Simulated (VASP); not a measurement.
# Sb in VASP: further runs, part 2 of 2

VASP 6.6.1. The steps go on from the part before.

### 3 Electric field gradients, PBE (equal xy, yz and zx shear strains of +2 %)

Input file INCAR:

```
SYSTEM = Sb
  PREC = Accurate
  ENCUT = 520
  EDIFF = 1E-8
  ISMEAR = -1
  SIGMA = 0.05
  LREAL = .False.
  LASPH = .True.
  NELM = 80
  ALGO = Normal
  ISIF = 2
  LWAVE = .False.
  LCHARG = .False.
  GGA = PE
  LEFG = .True.
  NBANDS = 12
```

Input file KPOINTS:

```
Automatic mesh
0
Gamma
  9 9 9
  0 0 0
```

Input file POSCAR:

```
Sb
1.0
    2.2004568288      1.3005956839      3.7779225001
   -2.1007438352      1.2575836773      3.7349104935
    0.0126070064     -2.4458593611      3.7191670064
Sb
2
Direct
    0.2336400000      0.2336400000      0.2336400000
    0.7663600000      0.7663600000      0.7663600000
```

Potentials or basis: VASP PAW PBE potentials, release 64 (Sb).

Run with:

```console
$ cat potpaw_PBE.64/Sb/POTCAR > POTCAR
$ mpirun -np 1 vasp_std > vasp.out
```

OUTCAR:

```text
SYSTEM = Sb
   PREC = Accurate
   ENCUT = 520
   EDIFF = 1E-8
   ISMEAR = -1
   LREAL = .False.
   LASPH = .True.
   NELM = 80
   ISIF = 2
   GGA = PE

 ion  position               nearest neighbor table
   1  0.234  0.234  0.234-   2 2.89   2 2.89   2 2.93   2 3.31   2 3.34   2 3.38
   2  0.766  0.766  0.766-   1 2.89   1 2.89   1 2.93   1 3.31   1 3.34   1 3.38

  LATTYP: Found a triclinic cell.
 ALAT       =     4.2640344717
 B/A-ratio  =     1.0088170701
 C/A-ratio  =     1.0439311100
 COS(alpha) =     0.0056920939
 COS(beta)  =     0.4755446219
 COS(gamma) =     0.4868514562

  Lattice vectors:

 A1 = (   2.1133508416,  -3.7034430384,  -0.0157434871)
 A2 = (   4.3012006640,   0.0430120066,   0.0430120066)
 A3 = (   0.0126070064,  -2.4458593611,   3.7191670064)

Analysis of symmetry for initial positions (statically):
=====================================================================
[... 553 lines left out ...]
  energy-cutoff  :      520.00
  volume of cell :       59.97
      direct lattice vectors                 reciprocal lattice vectors
     2.200456829  1.300595684  3.777922500     0.230328323  0.131072568  0.085417330
    -2.100743835  1.257583677  3.734910494    -0.234750216  0.135677306  0.090022068
     0.012607006 -2.445859361  3.719167006     0.001776874 -0.269394892  0.091707519

 POSITION                                       TOTAL-FORCE (eV/Angst)
 -----------------------------------------------------------------------------------
      0.02624      0.02624      2.62424        -0.049656     -0.098650      0.247353
      0.08608      0.08608      8.60776         0.049656      0.098650     -0.247353
 -----------------------------------------------------------------------------------
    total drift:                                0.000000     -0.000000      0.000000

  FREE ENERGIE OF THE ION-ELECTRON SYSTEM (eV)
  ---------------------------------------------------
  free  energy   TOTEN  =        -8.2417556331 eV

  energy  without entropy=       -8.2399281216  energy(sigma->0) =       -8.24084188

 Electric field gradients (V/A^2)
---------------------------------------------------------------------
 ion       V_xx      V_yy      V_zz      V_xy      V_xz      V_yz
---------------------------------------------------------------------
   1      17.560    27.519   -45.079     4.860     9.276    14.040
   2      17.560    27.519   -45.079     4.860     9.276    14.040
---------------------------------------------------------------------

 Electric field gradients after diagonalization (V/A^2)
 (convention: |V_zz| > |V_xx| > |V_yy|)
----------------------------------------------------------------------
 ion       V_xx      V_yy      V_zz     asymmetry (V_yy - V_xx)/ V_zz
----------------------------------------------------------------------
   1      33.012    15.716   -48.728       0.355
   2      33.012    15.716   -48.728       0.355
----------------------------------------------------------------------

           NMR quadrupolar parameters

 Cq : quadrupolar parameter    Cq=e*Q*V_zz/h
 eta: asymmetry parameters     (V_yy - V_xx)/ V_zz
 Q  : nuclear electric quadrupole moment in mb (millibarn)
----------------------------------------------------------------------
 ion       Cq(MHz)       eta       Q (mb)
----------------------------------------------------------------------
   1      -0.118       0.355       1.000
   2      -0.118       0.355       1.000
----------------------------------------------------------------------
```

OSZICAR:

```text
N       E                     dE             d eps       ncg     rms          rms(c)
DAV:   1     0.351850190776E+02    0.35185E+02   -0.35720E+03  8760   0.655E+02
DAV:   2    -0.633988567408E+01   -0.41525E+02   -0.40041E+02 11440   0.108E+02
DAV:   3    -0.822759565558E+01   -0.18877E+01   -0.18683E+01 10608   0.253E+01
DAV:   4    -0.824398011929E+01   -0.16384E-01   -0.16375E-01 10292   0.285E+00
DAV:   5    -0.824417820482E+01   -0.19809E-03   -0.19808E-03 10756   0.344E-01    0.305E+00
DAV:   6    -0.824233090783E+01    0.18473E-02   -0.27114E-03 10320   0.337E-01    0.185E+00
DAV:   7    -0.824161207856E+01    0.71883E-03   -0.64897E-03 10296   0.515E-01    0.752E-02
DAV:   8    -0.824172622308E+01   -0.11414E-03   -0.20894E-04 10720   0.886E-02    0.251E-02
DAV:   9    -0.824175441721E+01   -0.28194E-04   -0.40584E-05 10464   0.379E-02    0.578E-03
DAV:  10    -0.824175525401E+01   -0.83680E-06   -0.39938E-06 10520   0.108E-02    0.157E-03
DAV:  11    -0.824175536842E+01   -0.11441E-06   -0.43433E-07 10564   0.402E-03    0.919E-04
DAV:  12    -0.824175559365E+01   -0.22524E-06   -0.45686E-08 10552   0.115E-03    0.207E-04
DAV:  13    -0.824175562893E+01   -0.35274E-07   -0.78919E-09  8072   0.547E-04    0.123E-04
DAV:  14    -0.824175563309E+01   -0.41598E-08   -0.62263E-10  5268   0.172E-04
   1 F= -.82417556E+01 E0= -.82408419E+01  d E =-.182751E-02
```

stdout:

```text
POSCAR found type information on POSCAR Sb
 POSCAR found :  1 types and       2 ions
 scaLAPACK will be used
 LDA part: xc-table for (Slater+PW92), standard interpolation
 POSCAR, INCAR and KPOINTS ok, starting setup
 FFT: planning ... GRIDC
 FFT: planning ... GRID_SOFT
 FFT: planning ... GRID
 WAVECAR not read
 entering main loop
ion   1
     0.0000576     0.0211956    -0.1285047     0.1032169    -0.0413466     0.0897534
     0.0000793     0.0211956    -0.1285047     0.1032169    -0.0413466     0.0897534
     0.0001092     0.0211956    -0.1285047     0.1032169    -0.0413466     0.0897534
     0.0001504     0.0211956    -0.1285047     0.1032169    -0.0413466     0.0897534

     0.0000576    -4.4311454   -12.9545575    35.6811959    -8.5149051     4.6365204
     0.0000793    -4.4305998   -12.9532374    35.6773611    -8.5139976     4.6360934
     0.0001092    -4.4297314   -12.9511456    35.6712837    -8.5125592     4.6354181
     0.0001504    -4.4283553   -12.9478455    35.6616934    -8.5102888     4.6343545

ion   2
     0.0000576     0.0211956    -0.1285047     0.1032169    -0.0413466     0.0897534
     0.0000793     0.0211956    -0.1285047     0.1032169    -0.0413466     0.0897534
     0.0001092     0.0211956    -0.1285047     0.1032169    -0.0413466     0.0897534
     0.0001504     0.0211956    -0.1285047     0.1032169    -0.0413466     0.0897534

     0.0000576    -4.4311454   -12.9545575    35.6811959    -8.5149051     4.6365204
     0.0000793    -4.4305998   -12.9532374    35.6773611    -8.5139976     4.6360934
     0.0001092    -4.4297314   -12.9511456    35.6712837    -8.5125592     4.6354181
     0.0001504    -4.4283553   -12.9478455    35.6616934    -8.5102888     4.6343545
```

Wall time 3.1 min (1 thread of AMD EPYC 9R45 (Zen 5), shared host); peak memory 0.34 GiB.

What came out:

| Item | Value |
| --- | --- |
| Free energy | -8.2418 eV |
| Pressure | 3.2 GPa |
| Largest force | 0.271 eV/Å |
| Band gap on the k mesh | zero (band 5 reaches 7.38 eV, above the bottom of band 6 at 7.26 eV) |

Forces on the atoms (eV/Å):
```
Sb  -0.050 -0.099  0.247
Sb   0.050  0.099 -0.247
```

Stress tensor (GPa, compression positive):
```
 4.03 -0.12 -0.59
-0.12  2.77 -1.22
-0.59 -1.22  2.88
```

Levels at points of the mesh, in eV from the Fermi level:
```csv
k point,band 2,band 3,band 4,band 5,band 6,band 7,band 8,band 9
"(0.00, 0.00, 0.00)",-4.74,-2.07,-1.98,-1.61,2.07,2.60,2.86,4.98
```

Electric field gradients, principal values (V/Å²):
```
atom   least  middle  greatest (by size)
1 Sb  15.716  33.012             -48.728
2 Sb  15.716  33.012             -48.728
```

Caveat: the cell differs from its parent crystal (equal xy, yz and zx shear strains of +2 %); without QUAD_EFG the Cq values of the log hold for a quadrupole moment of 1 mb, not for the nuclei; spin-orbit coupling is left out, which moves the levels of the heavy elements.
